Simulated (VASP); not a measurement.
# SiC (Cm) in VASP: further runs, part 3 of 3

VASP 6.6.1. The steps go on from the part before.

### 4 Single point, r2SCAN

Input file POSCAR:

```
SiC
1.0
    0.0000000000      2.1740000000      2.1740000000
    2.1740000000      0.0000000000      2.1740000000
    2.1740000000      2.1740000000      0.0000000000
Si C
1 1
Direct
   -0.0609855205      0.0000000000      0.0000000000
    0.7500000000      0.7500000000      0.7500000000
```

Input file INCAR.step1:

```
PREC = Accurate
ENCUT = 520
ISMEAR = 0
SIGMA = 0.05
LREAL = F
LASPH = T
NELM = 100
NBANDS = 11
GGA = PE
ALGO = Normal
EDIFF = 1E-4
LWAVE = T
LCHARG = F
```

Input file INCAR.step2:

```
PREC = Accurate
ENCUT = 520
EDIFF = 1E-6
ISMEAR = 0
SIGMA = 0.05
LREAL = F
LASPH = T
NELM = 100
ALGO = Normal
ISIF = 2
LWAVE = F
LCHARG = F
METAGGA = R2SCAN
LMIXTAU = T
NBANDS = 11
ISTART = 1
```

Input file KPOINTS:

```
Automatic mesh
0
Gamma
  12 12 12
```

Potentials or basis: VASP PAW PBE potentials, release 64 (Si, C).

Started as:

```bash
$ cat potpaw_PBE.64/Si/POTCAR potpaw_PBE.64/C/POTCAR > POTCAR
$ cp INCAR.step1 INCAR
$ mpirun -np 1 vasp_std > vasp.out
$ cp INCAR.step2 INCAR
$ mpirun -np 1 vasp_std > vasp.out
```

OUTCAR:

```text
PREC = Accurate
   ENCUT = 520
   EDIFF = 1E-6
   ISMEAR = 0
   LREAL = F
   LASPH = T
   NELM = 100
   ISIF = 2
   METAGGA = R2SCAN
   ISTART = 1

 ion  position               nearest neighbor table
   1  0.939  0.000  0.000-   2 1.73   2 1.89   2 1.89   2 2.04
   2  0.750  0.750  0.750-   1 1.73   1 1.89   1 1.89   1 2.04

  LATTYP: Found a face centered cubic cell.
 ALAT       =     4.3480000000

  Lattice vectors:

 A1 = (   0.0000000000,   2.1740000000,   2.1740000000)
 A2 = (   2.1740000000,   0.0000000000,   2.1740000000)
 A3 = (   2.1740000000,   2.1740000000,   0.0000000000)

Analysis of symmetry for initial positions (statically):
=====================================================================
 Subroutine PRICEL returns:
 Original cell was already a primitive cell.

 Routine SETGRP: Setting up the symmetry group for a
 face centered cubic supercell.

 Subroutine GETGRP returns: Found  2 space group operations
 (whereof  2 operations were pure point group operations)
 out of a pool of 48 trial point group operations.

The static configuration has the point symmetry C_1h.

Analysis of symmetry for dynamics (positions and initial velocities):
=====================================================================
 Subroutine PRICEL returns:
 Original cell was already a primitive cell.

 Routine SETGRP: Setting up the symmetry group for a
 face centered cubic supercell.

 Subroutine GETGRP returns: Found  2 space group operations
 (whereof  2 operations were pure point group operations)
 out of a pool of 48 trial point group operations.

The dynamic configuration has the point symmetry C_1h.

 Subroutine INISYM returns: Found  2 space group operations
 (whereof  2 operations are pure point group operations),
 and found     1 'primitive' translations

----------------------------------------------------------------------------------------

                                     Primitive cell

[... 112 lines left out ...]
  Fermi-wavevector in a.u.,A,eV,Ry     =   1.195369  2.258920 19.441458  1.428907
  Thomas-Fermi vector in A             =   2.331336
   LORBIT       =      0    0 simple, 1 ext, 2 COOP (PROOUT), +10 PAW based schemes
   METAGGA = R2SCAN    functional components
   LHFCALC =     F    Hartree Fock is set to
   AEXX    =    0.0000 exact exchange contribution
   IVDW    =     0    specifies the selected vdW correction
   LEPSILON=     F    determine dielectric tensor
   LRPA    =     F    only Hartree local field effects (RPA)
 non-spin polarized calculation
 Gauss-broadening in eV      SIGMA  =   0.05
  energy-cutoff  :      520.00
  volume of cell :       20.55
 maximum number of plane-waves:       568
   NGX = 11   NGY = 11   NGZ = 11

 number of electron       8.0000001 magnetization

 Free energy of the ion-electron system (eV)
  ---------------------------------------------------
  ext. energy  EPLUGINS =         0.00000000
  ---------------------------------------------------
  free energy    TOTEN  =       -18.97180289 eV

  energy without entropy =      -18.97180289  energy(sigma->0) =      -18.97180289

 E-fermi :   9.0829     XC(G=0): -11.9657

 val. band max:        8.8686414570   @ k =   0.0000   0.0000   0.0000
 cond. band min:       9.6664307377   @ k =   0.0000   0.5000   0.5000
 fundamental gap:      0.7977892807
 Fermi energy:         9.0828814116

 k-point     1 :       0.0000    0.0000    0.0000
  band No.  band energies     occupation
      1      -8.2015      2.00000
      2       7.0716      2.00000
      3       8.0679      2.00000
      4       8.8686      2.00000
      5      14.7961      0.00000
      6      15.7781      0.00000
      7      15.8552      0.00000
      8      16.4660      0.00000
      9      23.2503      0.00000
     10      23.2779      0.00000
     11      25.3508      0.00000
[... 309 lines left out ...]
 k-point    24 :       0.0833    0.0000    0.1667
  band No.  band energies     occupation
      1      -7.6856      2.00000
      2       5.8043      2.00000
      3       6.8673      2.00000
      4       8.4009      2.00000
      5      14.9336      0.00000
      6      15.5490      0.00000
      7      16.9775      0.00000
      8      17.6691      0.00000
      9      20.5607      0.00000
     10      23.0788      0.00000
     11      25.7053      0.00000

 [... further k-points ...]
[... 5 lines left out ...]
  --------------------------------------------------------------------------------------
  -------------------------------------------------------------------------------------
  Total        1.0259953      0.5525913      0.5525913      1.1451462      0.6794224      1.1451468
  in kB       79.9921441     43.0830041     43.0830041     89.2817941     52.9714441     89.2818417
  external PRESSURE =      55.3860508 kB  Pullay stress =       0.0000000 kB

 VOLUME and BASIS-vectors are now :
 -----------------------------------------------------------------------------
  energy-cutoff  :      520.00
  volume of cell :       20.55
      direct lattice vectors                 reciprocal lattice vectors
     0.000000000  2.174000000  2.174000000    -0.229990800  0.229990800  0.229990800
     2.174000000  0.000000000  2.174000000     0.229990800 -0.229990800  0.229990800
     2.174000000  2.174000000  0.000000000     0.229990800  0.229990800 -0.229990800

 POSITION                                       TOTAL-FORCE (eV/Angst)
 -----------------------------------------------------------------------------------
      0.00000      2.04142      2.04142         1.260750      2.711811      2.711811
      3.26100      3.26100      3.26100        -1.260750     -2.711811     -2.711811
 -----------------------------------------------------------------------------------
    total drift:                               -0.000028      0.000115      0.000115

  FREE ENERGIE OF THE ION-ELECTRON SYSTEM (eV)
  ---------------------------------------------------
  free  energy   TOTEN  =       -18.9718028945 eV

  energy  without entropy=      -18.9718028945  energy(sigma->0) =      -18.97180289
```

OSZICAR.step1:

```text
N       E                     dE             d eps       ncg     rms          rms(c)
DAV:   1     0.452047784311E+01    0.45205E+01   -0.40185E+03 10680   0.620E+02
DAV:   2    -0.160480691313E+02   -0.20569E+02   -0.19768E+02 13091   0.111E+02
DAV:   3    -0.167001273944E+02   -0.65206E+00   -0.65058E+00 12832   0.167E+01
DAV:   4    -0.167026769396E+02   -0.25495E-02   -0.25494E-02 11994   0.132E+00
DAV:   5    -0.167026881666E+02   -0.11227E-04   -0.11227E-04 12833   0.815E-02    0.918E+00
DAV:   6    -0.147699524253E+02    0.19327E+01   -0.69972E+00 11645   0.119E+01    0.400E+00
DAV:   7    -0.147151584190E+02    0.54794E-01   -0.41271E-01 12647   0.371E+00    0.185E+00
DAV:   8    -0.147065539784E+02    0.86044E-02   -0.22976E-02 11750   0.101E+00    0.177E-01
DAV:   9    -0.147066340581E+02   -0.80080E-04   -0.18508E-03 12844   0.251E-01    0.113E-01
DAV:  10    -0.147067360616E+02   -0.10200E-03   -0.24258E-04 11394   0.983E-02    0.317E-02
DAV:  11    -0.147067429525E+02   -0.68910E-05   -0.28366E-05  5875   0.316E-02
   1 F= -.14706743E+02 E0= -.14706743E+02  d E =-.154941E-10
```

Wall time 2.4 min (1 thread of Intel Xeon Platinum 8488C (Sapphire Rapids), shared host); peak memory 0.22 GiB.

Results:

```
Free energy            : -18.9718 eV
Pressure               : 5.5 GPa
Largest force          : 4.037 eV/Å
Band gap on the k mesh : 0.80 eV, indirect (least direct gap 4.65 eV)
```

Forces on the atoms (eV/Å):
```
Si   1.261  2.712  2.712
C   -1.261 -2.712 -2.712
```

Stress tensor (GPa, compression positive):
```
8.00 8.93 8.93
8.93 4.31 5.30
8.93 5.30 4.31
```

Caveat: the cell differs from its parent crystal (all Si atoms moved +0.188 Å, as atom 1 towards its neighbour atom 1 (Si) at 3.075 Å); the PAW data sets were made with another functional, which shifts forces and pressure a little. A k mesh can miss the band edges.
